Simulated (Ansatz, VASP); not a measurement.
One calculation of CaSi3N2, two programs

The input INCAR:

```
PREC     = Accurate       # precision mode
ENCUT    = 600            # plane-wave cutoff, eV
EDIFF    = 1E-7           # SCF threshold, eV
ISMEAR   = 0              # smearing method
SIGMA    = 0.1            # smearing width, eV
LREAL    = False          # projectors in reciprocal space
LASPH    = True           # aspherical terms in the spheres
NELM     = 120            # most SCF steps
ALGO     = Normal         # electronic algorithm
ISIF     = 3              # what is computed and relaxed
LWAVE    = False          # write WAVECAR
LCHARG   = False          # write CHGCAR
GGA      = PE             # functional
IBRION   = 2              # ionic algorithm
NSW      = 90             # ionic steps
EDIFFG   = -0.04          # ionic threshold
GGA_COMPAT= False        
NELMIN   = 4
```

Contents of KPOINTS:

```
regular mesh
0
Gamma
  6 6 6
```

Contents of POSCAR:

```
CaSi3N2
1.0
    5.4217993700      0.0000000000      0.0000000000
   -2.7108996900      4.6954159900      0.0000000000
    0.0000000000      0.0000000000      3.2662613000
Ca Si N
1 3 2
Direct
    0.0000000000      0.0000000000      0.0000000000
    0.5000000000      0.0000000000      0.5000000000
    0.5000000000      0.5000000000      0.5000000000
    0.0000000000      0.5000000000      0.5000000000
    0.3333333300      0.6666666700      0.0000000000
    0.6666666700      0.3333333300      0.0000000000
```

Input for Ansatz:

```yaml
crystal:
  lattice:
    - [5.42179937, 0.0, 0.0]
    - [-2.71089969, 4.69541599, 0.0]
    - [0.0, 0.0, 3.2662613]
  atoms:
    - { symbol: Ca, position: [0.0, 0.0, 0.0] }
    - { symbol: Si, position: [0.5, 0.0, 0.5] }
    - { symbol: Si, position: [0.5, 0.5, 0.5] }
    - { symbol: Si, position: [0.0, 0.5, 0.5] }
    - { symbol: "N", position: [0.33333333, 0.66666667, 0.0] }
    - { symbol: "N", position: [0.66666667, 0.33333333, 0.0] }
basis:
  ecutwfc: 420
kpoints:
  mp_grid: { grid: [6, 6, 6] }
hamiltonian:
  xc: pbe
scf:
  occupations: { method: gaussian, width: 0.1 }
  lower_state_search: "off"
output:
  forces: true
  stress: true
  eigenvalues: true
relax:
  adjacent_minimum: "off"
  f_tol: 0.04
  max_steps: 70
  cell: { stress_tol: 0.4 }
```

Change from the starting cell: species swapped into the HoCo3B2 type (P6/mmm, No. 191).

Alike in both runs: task relaxation of cell and atoms; functional PBE; k mesh 6 × 6 × 6; occupations gaussian, width 0.1 eV; no spin polarisation.

|  | VASP | Ansatz |
| --- | --- | --- |
| version | VASP 6.6.1 | Ansatz 0.2.0 |
| potentials or method | VASP PAW PBE potentials, release 64 (Ca_sv, Si, N), cutoff 600 eV | scalar-relativistic, plane waves, PAW |
| valence electrons in the cell | 32 | 32 |

```csv
,VASP,Ansatz,Ansatz less VASP
"gap on the k mesh at the Fermi level, each at its own relaxed structure (eV)",none,none,-
relaxed volume (Å³/atom),12.60,12.54,-0.055
relaxed length of the cell vector where the two differ most in proportion (Å),3.428,3.410,-0.0180
```

A gap of «none» marks a metal or a gap that the smearing closes.
